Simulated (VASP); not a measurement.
# Al15GaAs16 (P1) in VASP: further runs, part 2 of 2

VASP 6.6.1.

**3. Relaxation of volume and atoms at fixed shape, PBEsol**

The input, INCAR:

```
  PREC = Accurate
  ENCUT = 600
  EDIFF = 1E-6
  ISMEAR = -1
  SIGMA = 0.05
  LREAL = Auto
  LASPH = T
  NELM = 60
  ALGO = Normal
  ISIF = 8
  LWAVE = F
  LCHARG = F
  GGA = PS
  IBRION = 2
  NSW = 100
  EDIFFG = -0.03
  LUSENCCL = F
```

The input, KPOINTS:

```
Automatic mesh
0
Gamma
  1 1 1
  0.5 0.5 0.5
```

The input, POSCAR:

```
Al15GaAs16
1.0
    0.0000000000     11.3465050000     11.3465050000
   11.3465050000      0.0000000000     11.3465050000
   11.3465050000     11.3465050000      0.0000000000
Al Ga As
60 4 64
Direct
    0.0021120000      0.9990070000      0.9993070000
    0.5006970000      0.9977420000      0.0003660000
    0.0007850000      0.5012770000      0.0012470000
    0.0017330000      0.9979830000      0.5003580000
    0.2515130000      0.2506830000      0.2487750000
    0.4983640000      0.5004620000      0.0015520000
[... 120 lines left out ...]
    0.0599740000      0.8126280000      0.8131880000
    0.5646600000      0.8113100000      0.8105310000
```

Potentials or basis: VASP PAW PBE potentials, release 64 (Al, Ga_d, As).

Run with:

```console
> cat potpaw_PBE.64/Al/POTCAR potpaw_PBE.64/Ga_d/POTCAR potpaw_PBE.64/As/POTCAR > POTCAR
> mpirun -np 1 vasp_std > vasp.out
```

OUTCAR:

```text
PREC = Accurate
   ENCUT = 600
   EDIFF = 1E-6
   ISMEAR = -1
   LREAL = Auto
   LASPH = T
   NELM = 60
   ISIF = 8
   GGA = PS
   IBRION = 2
   NSW = 100
   EDIFFG = -0.03

 ion  position               nearest neighbor table
   1  0.002  0.999  0.999-  65 2.43  87 2.43 101 2.44 114 2.48
   2  0.501  0.998  0.000- 104 2.41  91 2.45  66 2.46 113 2.48
   3  0.001  0.501  0.001-  67 2.38 119 2.45  93 2.47  97 2.50
   4  0.002  0.998  0.500- 109 2.43  68 2.44 120 2.48  81 2.49
   5  0.252  0.251  0.249-  98 2.41  82 2.44  69 2.47 115 2.50
   6  0.498  0.500  0.002- 116 2.41  99 2.43  70 2.46  95 2.50
[... 120 lines left out ...]
 127  0.060  0.813  0.813-  59 2.41  35 2.42  22 2.43  61 2.49
 128  0.565  0.811  0.811-  15 2.40  60 2.42  26 2.49  38 2.49

  LATTYP: Found a face centered cubic cell.
 ALAT       =    22.6930100000

  Lattice vectors:

 A1 = (   0.0000000000,  11.3465050000,  11.3465050000)
 A2 = (  11.3465050000,   0.0000000000,  11.3465050000)
 A3 = (  11.3465050000,  11.3465050000,   0.0000000000)

Analysis of symmetry for initial positions (statically):
=====================================================================
 Subroutine PRICEL returns:
 Original cell was already a primitive cell.

 Routine SETGRP: Setting up the symmetry group for a
 face centered cubic supercell.

 Subroutine GETGRP returns: Found  1 space group operations
 (whereof  1 operations were pure point group operations)
 out of a pool of 48 trial point group operations.

The static configuration has the point symmetry C_1 .

Analysis of symmetry for dynamics (positions and initial velocities):
=====================================================================
 Subroutine PRICEL returns:
 Original cell was already a primitive cell.

 Routine SETGRP: Setting up the symmetry group for a
 face centered cubic supercell.

 Subroutine GETGRP returns: Found  1 space group operations
 (whereof  1 operations were pure point group operations)
 out of a pool of 48 trial point group operations.
[... 305 lines left out ...]

 Free energy of the ion-electron system (eV)
  ---------------------------------------------------
  ext. energy  EPLUGINS =         0.00000000
  ---------------------------------------------------
  free energy    TOTEN  =      -639.39785865 eV

  energy without entropy =     -639.39785854  energy(sigma->0) =     -639.39785859

------------------------ aborting loop because EDIFF is reached ----------------------------------------

  FORCE on cell =-STRESS in cart. coord.  units (eV):
  Direction    XX          YY          ZZ          XY          YZ          ZX
  --------------------------------------------------------------------------------------
  -------------------------------------------------------------------------------------
  Total        6.9704970      6.8660209      6.5788918     -0.7135289      1.1494484      4.1871474
  in kB        3.8225925      3.7652982      3.6078378     -0.3912964      0.6303529      2.2962148
  external PRESSURE =       3.7319095 kB  Pullay stress =       0.0000000 kB
[... 467 lines left out ...]
  FREE ENERGIE OF THE ION-ELECTRON SYSTEM (eV)
  ---------------------------------------------------
  free  energy   TOTEN  =      -640.1203138391 eV

  energy  without entropy=     -640.1203137588  energy(sigma->0) =     -640.12031380

[... ionic steps 4 to 7 ...]

--------------------------------------- Ionic step        8  -------------------------------------------

 number of electron     552.0000058 magnetization

------------------------ aborting loop because EDIFF is reached ----------------------------------------
[... 319 lines left out ...]
--------------------------------------- Ionic step       10  -------------------------------------------

 number of electron     552.0000069 magnetization

 Free energy of the ion-electron system (eV)
  ---------------------------------------------------
  ext. energy  EPLUGINS =         0.00000000
  ---------------------------------------------------
  free energy    TOTEN  =      -640.20560969 eV

  energy without entropy =     -640.20560961  energy(sigma->0) =     -640.20560965

 E-fermi :   4.5034     XC(G=0):  -9.1901

 val. band max:        3.5560529994   @ k =   0.5000   0.0000   0.0000
 cond. band min:       5.4378192115   @ k =   0.0000   0.5000   0.0000
 fundamental gap:      1.8817662121
 Fermi energy:         4.5033592590

 k-point     1 :       0.5000    0.5000    0.5000
  band No.  band energies     occupation
      1     -10.6839      2.00000
      2     -10.6835      2.00000
      3     -10.6832      2.00000
      4     -10.6830      2.00000
      5     -10.6829      2.00000
      6     -10.6825      2.00000
[... 1153 lines left out ...]
    287       6.0872      0.00000
    288       6.1180      0.00000
 [bands above 288 left out]

------------------------ aborting loop because EDIFF is reached ----------------------------------------

  FORCE on cell =-STRESS in cart. coord.  units (eV):
  Direction    XX          YY          ZZ          XY          YZ          ZX
  --------------------------------------------------------------------------------------
  -------------------------------------------------------------------------------------
  Total        0.1158702      0.1129269      0.0969845      0.0102766      0.0150470     -0.0523204
  in kB        0.0632969      0.0616890      0.0529801      0.0056138      0.0082198     -0.0285813
  external PRESSURE =       0.0593220 kB  Pullay stress =       0.0000000 kB
[... 143 lines left out ...]
  FREE ENERGIE OF THE ION-ELECTRON SYSTEM (eV)
  ---------------------------------------------------
  free  energy   TOTEN  =      -640.2056096932 eV

  energy  without entropy=     -640.2056096122  energy(sigma->0) =     -640.20560965

 reached required accuracy - stopping structural energy minimisation
```

OSZICAR:

```text
N       E                     dE             d eps       ncg     rms          rms(c)
DAV:   1     0.274216034292E+04    0.27422E+04   -0.22268E+05  2728   0.154E+03
DAV:   2    -0.225557155839E+03   -0.29677E+04   -0.27971E+04  3608   0.262E+02
DAV:   3    -0.627424272781E+03   -0.40187E+03   -0.39410E+03  3304   0.104E+02
DAV:   4    -0.655658615050E+03   -0.28234E+02   -0.28103E+02  4088   0.300E+01
[... 88 lines left out ...]
DAV:   2    -0.640205656346E+03   -0.11582E-02   -0.13506E-02  3848   0.172E-01    0.598E-02
DAV:   3    -0.640205625667E+03    0.30678E-04   -0.43896E-04  3640   0.397E-02    0.429E-02
DAV:   4    -0.640205608029E+03    0.17639E-04   -0.10824E-04  3800   0.162E-02    0.186E-02
DAV:   5    -0.640205609526E+03   -0.14970E-05   -0.22478E-05  3424   0.792E-03    0.109E-02
DAV:   6    -0.640205609693E+03   -0.16732E-06   -0.23746E-06  2128   0.353E-03
  10 F= -.64020561E+03 E0= -.64020561E+03  d E =-.409190E-02
```

CONTCAR:

```text
Al15GaAs16
    1.000000000000000
     0.0000000000000000   11.3611770577731424   11.3611770577731424
    11.3611770577731424    0.0000000000000000   11.3611770577731424
    11.3611770577731424   11.3611770577731424    0.0000000000000000
  Al              Ga              As
    60     4    64
Direct
     0.0001598951561648    0.9996474021293955    0.0002812706434433
     0.5002658908809334    0.0001950008130628    0.9995108521171662
     0.0001210573218429    0.4997904190546687    0.0002219361652802
     0.0001332248899730    0.9997279281640087    0.4997982961657902
     0.2498024896025343    0.2503915478989363    0.2497021836878595
     0.4998529745449622    0.4993144152045766    0.0006355725022514
[... 120 lines left out ...]
     0.0629202524517398    0.8118649045630946    0.8126825320580130
     0.5625179542147445    0.8124617215672569    0.8123141140566436

  0.00000000E+00  0.00000000E+00  0.00000000E+00
  0.00000000E+00  0.00000000E+00  0.00000000E+00
  0.00000000E+00  0.00000000E+00  0.00000000E+00
  0.00000000E+00  0.00000000E+00  0.00000000E+00
  0.00000000E+00  0.00000000E+00  0.00000000E+00
  0.00000000E+00  0.00000000E+00  0.00000000E+00
[... 120 lines left out ...]
  0.00000000E+00  0.00000000E+00  0.00000000E+00
  0.00000000E+00  0.00000000E+00  0.00000000E+00
```

Run time: 25 min. Hardware: 1 × NVIDIA H100 80GB with 1 thread of AMD EPYC 7R13 (Zen 3), shared host; peak memory 5.1 GiB.

What came out:

* Free energy: -640.2056 eV
* Relaxed volume: 22.91 Å³/atom
* Relaxed cell: a = 16.067 Å, b = 16.067 Å, c = 16.067 Å, α = 60.00°, β = 60.00°, γ = 60.00°
* Space group after relaxing (to 0.1 Å): P1 (No. 1)
* Energy gained by relaxing: 6.3 meV/atom
* Ionic steps: 10
* Pressure after relaxing: 0.0 GPa
* Largest force after relaxing: 0.027 eV/Å
* Band gap on the k mesh: 1.88 eV

Forces on the atoms (eV/Å):
```
Al  -0.007  0.000 -0.006
Al  -0.001  0.011 -0.001
Al  -0.001  0.002  0.012
Al   0.003  0.002  0.005
Al  -0.006  0.007  0.001
Al   0.010 -0.008  0.011
Al  -0.006  0.003  0.009
Al  -0.007  0.005 -0.004
Al  -0.009 -0.017 -0.010
Al  -0.015  0.007  0.015
Al   0.004  0.013  0.014
Al  -0.006  0.001 -0.004
Al   0.013 -0.001 -0.006
Al   0.005 -0.004  0.001
Al   0.000 -0.008 -0.001
Al  -0.003  0.004 -0.007
Al   0.015  0.007  0.000
Al  -0.008  0.006 -0.008
Al  -0.016  0.002 -0.003
Al  -0.004 -0.001  0.015
Al   0.021  0.005 -0.011
Al   0.002  0.006  0.004
Al  -0.006  0.004 -0.005
Al   0.007  0.006  0.005
Al   0.006  0.001 -0.007
Al  -0.004 -0.001 -0.014
Al   0.008  0.001 -0.004
Al  -0.010 -0.018 -0.006
Al  -0.001  0.011  0.009
Al   0.002  0.008 -0.001
Al  -0.015  0.008 -0.002
Al  -0.017  0.003 -0.004
Al   0.002 -0.009 -0.015
Al   0.003 -0.002  0.003
Al  -0.005  0.008  0.007
Al   0.009 -0.003  0.006
Al  -0.008 -0.004  0.000
Al  -0.009  0.006 -0.010
Al   0.004 -0.021  0.006
Al   0.005  0.014 -0.002
Al   0.003  0.004 -0.013
Al   0.007  0.000 -0.004
Al   0.007 -0.005  0.004
Al  -0.004  0.011 -0.020
Al   0.005  0.005  0.000
Al   0.007 -0.006  0.007
Al   0.005 -0.006 -0.004
Al   0.006  0.011 -0.006
Al  -0.005  0.003  0.016
Al   0.003  0.019 -0.007
Al  -0.001 -0.013  0.003
Al   0.005 -0.004 -0.001
Al   0.001 -0.014  0.005
Al  -0.015  0.003  0.004
Al  -0.020 -0.001 -0.002
Al  -0.001 -0.006  0.002
Al   0.008  0.005 -0.015
Al  -0.007  0.012  0.006
Al   0.003  0.011  0.006
Al  -0.010 -0.010  0.020
Ga   0.005 -0.010 -0.003
Ga   0.014  0.011 -0.008
Ga   0.005  0.004  0.004
Ga   0.005 -0.014  0.009
As   0.003 -0.001 -0.007
As   0.008 -0.008  0.002
As  -0.017 -0.011 -0.006
As   0.010 -0.002  0.004
As   0.002 -0.010 -0.012
As   0.001  0.011  0.015
As   0.004  0.005 -0.002
As   0.013  0.007  0.000
As  -0.001 -0.005 -0.005
As  -0.010 -0.002 -0.001
As   0.009  0.005 -0.002
As  -0.009  0.014  0.008
As   0.027  0.001  0.000
As  -0.001 -0.003  0.011
As   0.003 -0.008  0.005
As  -0.015  0.007  0.011
As   0.001  0.004 -0.006
As   0.011  0.003 -0.003
As  -0.004 -0.004  0.008
As  -0.008 -0.005  0.013
As  -0.003 -0.010  0.006
As  -0.003  0.002  0.008
As  -0.002 -0.002 -0.005
As  -0.009 -0.001 -0.006
As   0.005 -0.011 -0.008
As  -0.001  0.005 -0.015
As  -0.001 -0.009 -0.013
As   0.003  0.003  0.004
As   0.000 -0.003  0.006
As  -0.003  0.001 -0.008
As   0.002  0.007  0.012
As   0.010 -0.003 -0.003
As   0.007  0.000 -0.001
As   0.001 -0.001  0.002
As  -0.012 -0.004 -0.007
As  -0.006  0.009 -0.007
As   0.018 -0.012  0.001
As  -0.009  0.001  0.005
As  -0.006 -0.001  0.004
As   0.001 -0.017 -0.010
As   0.003 -0.020 -0.002
As  -0.001  0.010 -0.012
As  -0.012  0.011 -0.002
As   0.013  0.007  0.007
As   0.012 -0.008  0.011
As  -0.010 -0.005 -0.002
As   0.013 -0.010  0.011
As   0.003  0.003 -0.016
As   0.003 -0.004 -0.001
As  -0.001  0.010  0.002
As  -0.015  0.007  0.015
As  -0.001  0.000  0.003
As  -0.005  0.001  0.011
As   0.008  0.002  0.002
As  -0.011 -0.001 -0.019
As  -0.002 -0.009  0.008
As  -0.012 -0.007  0.004
As  -0.005  0.010  0.009
As  -0.001  0.000 -0.017
As  -0.003 -0.008 -0.006
As   0.007 -0.002  0.004
As   0.009 -0.006 -0.005
As  -0.004 -0.013  0.005
As   0.009  0.011  0.000
```

Step by step:
```tsv
step	energy change (eV)	largest force (eV/Å)	pressure (GPa)	volume (Å³)
1	0.0000	0.9664	0.37	2921.57
2	-0.7042	0.2134	-0.26	2944.11
3	-0.7225	0.1764	-0.37	2948.42
4	-0.7686	0.1069	0.16	2926.89
5	-0.7686	0.1076	0.14	2927.51
6	-0.7868	0.0737	0.05	2930.92
7	-0.7926	0.0814	-0.03	2934.19
8	-0.8007	0.0419	-0.01	2933.73
9	-0.8037	0.0487	0.00	2933.24
10	-0.8078	0.0274	0.01	2932.92
```

Caveat: the PAW data sets were made with another functional, which shifts forces and pressure a little; a shifted mesh leaves out Γ, where band edges can lie. A k mesh can miss the band edges.
